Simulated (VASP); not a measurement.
A run of VASP 6.6.1 is set up as follows.

The input INCAR:

```
SYSTEM = Sc2NbAl3V6N12
ALGO = Normal
EDIFF = 1E-7
ENCUT = 520
GGA = PE
ISIF = 2
ISMEAR = 0
ISYM = 0
LASPH = .TRUE.
LCHARG = .FALSE.
LREAL = Auto
LWAVE = .FALSE.
NBANDS = 109
NELM = 60
PREC = Accurate
SIGMA = 0.1
```

KPOINTS

```
k-points
0
G
  4 4 3
  0 0 0
```

Contents of POSCAR:

```
Sc2NbAl3V6N12
1.0
   -4.2645273464     -4.2531519762      0.0050332442
    0.0284965700      4.2196011635      4.1780844501
   -4.1845861351      4.1782199205     -4.1652273456
N Al Sc V Nb
12 3 2 6 1
Direct
    0.1803788722      0.3239219255      0.8437784085
    0.6503804965      0.3312920381      0.8439868461
    0.5052740417      0.4964098805      0.4889277434
    0.0053292780      0.5011856079      0.4957968722
    0.3507049720      0.6662924765      0.1666889801
    0.8095132871      0.6665909481      0.1677744022
    0.1813122628      0.8537673830      0.8294491679
    0.6679160493      0.8251376339      0.8518558781
    0.5013934873      0.0100127061      0.4864656415
    0.0075587743      0.0049259906      0.4859136101
    0.3348384768      0.1715325631      0.1679592249
    0.8290749057      0.1612618251      0.1647169613
    0.3404362851      0.1739564653      0.6468626095
    0.4902974715      0.4892214561      0.9999949792
    0.6643233188      0.8404215918      0.3328682943
    0.8370245286      0.1673670470      0.6793753278
    0.3388780432      0.6670672211      0.6669446809
    0.4650118715      0.9838680916      0.0072498287
    0.0109560584      0.9758319192      0.0088926680
    0.7034344850      0.3573139956      0.3236120257
    0.1447342817      0.3491003875      0.3227046115
    0.0096815164      0.5268522824      0.0141580084
    0.1509501852      0.8096107733      0.3155500129
    0.8474282012      0.6689620449      0.6693820145
```

Potentials or basis: VASP PAW PBE potentials, release 64 (N, Al, Sc_sv, V_sv, Nb_sv).

Run with:

```sh
$ cat potpaw_PBE.64/N/POTCAR potpaw_PBE.64/Al/POTCAR potpaw_PBE.64/Sc_sv/POTCAR potpaw_PBE.64/V_sv/POTCAR potpaw_PBE.64/Nb_sv/POTCAR > POTCAR
$ mpirun -np 1 vasp_std > vasp.out
```

What does it give for the largest force?

0.072 eV/Å.

Predict the band gap on the k mesh.

zero (bands 91 and 92 overlap by 0.23 eV).

Forces on the atoms (eV/Å):
```
N   -0.047 -0.014 -0.026
N    0.001  0.045  0.031
N   -0.026 -0.026  0.009
N    0.010  0.064  0.018
N   -0.021 -0.030  0.004
N    0.037  0.031  0.009
N    0.052  0.002  0.024
N   -0.029 -0.038 -0.054
N    0.032 -0.002  0.025
N    0.006 -0.024 -0.024
N   -0.012  0.018  0.013
N    0.013 -0.023 -0.019
Al   0.009 -0.009 -0.002
Al  -0.005  0.001 -0.003
Al   0.001 -0.010  0.002
Sc   0.012  0.003 -0.010
Sc  -0.009  0.012  0.005
V   -0.040 -0.006  0.032
V    0.005  0.047  0.020
V    0.030 -0.014 -0.019
V   -0.006 -0.045 -0.029
V    0.003 -0.011 -0.032
V   -0.026  0.021  0.023
Nb   0.009  0.008  0.004
```

Caveat: the run has no spin polarisation, though such a crystal can be magnetic. With open d or f shells a metallic result of PBE can be an artefact of self-interaction; +U or a hybrid may open a gap.
